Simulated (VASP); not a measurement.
The system is ZnS.

```
CELL_PARAMETERS angstrom
0.00000 2.73756 2.73756
2.73756 0.00000 2.73756
2.73756 2.73756 0.00000
ATOMIC_POSITIONS crystal
Zn 0.75000 0.75000 0.75000
S 0.00000 0.00000 0.00000
```

Base run:

| Property | Result |
| --- | --- |
| Program | VASP 6.6.1 |
| Functional | r2SCAN |
| Potentials or basis | VASP PAW PBE potentials, release 64 (Zn, S) |
| Cutoff | 520 eV |
| k mesh | 9 × 9 × 9 |
| Occupations | fermi-dirac, width 0.05 eV |
| Spin | no spin polarisation |

Its results: band gap on the k mesh 2.49 eV, direct; pressure -3.3 GPa.

Question: After a change of settings the same cell gave: band gap on the k mesh 2.49 eV, direct; pressure -4.2 GPa. Which change was it?
A. functional from r2SCAN to LDA; potentials or basis from VASP PAW PBE potentials, release 64 (Zn, S) to VASP PAW LDA potentials, release 64 (Zn, S)
B. dispersion from none to D4
C. functional from r2SCAN to BLYP; dispersion from none to D3(BJ)
D. functional from r2SCAN to BLYP; further incar settings from ALGO = Normal; EDIFF = 1e-06; NBANDS = 16 to ALGO = Normal; EDIFF = 1e-07; NBANDS = 16

Answer: B.

Dispersion adds attraction, which lowers the pressure at fixed volume and, as a term added to the energy, leaves the levels alone.

Caveats: the PAW data sets were made with another functional, which shifts forces and pressure a little.
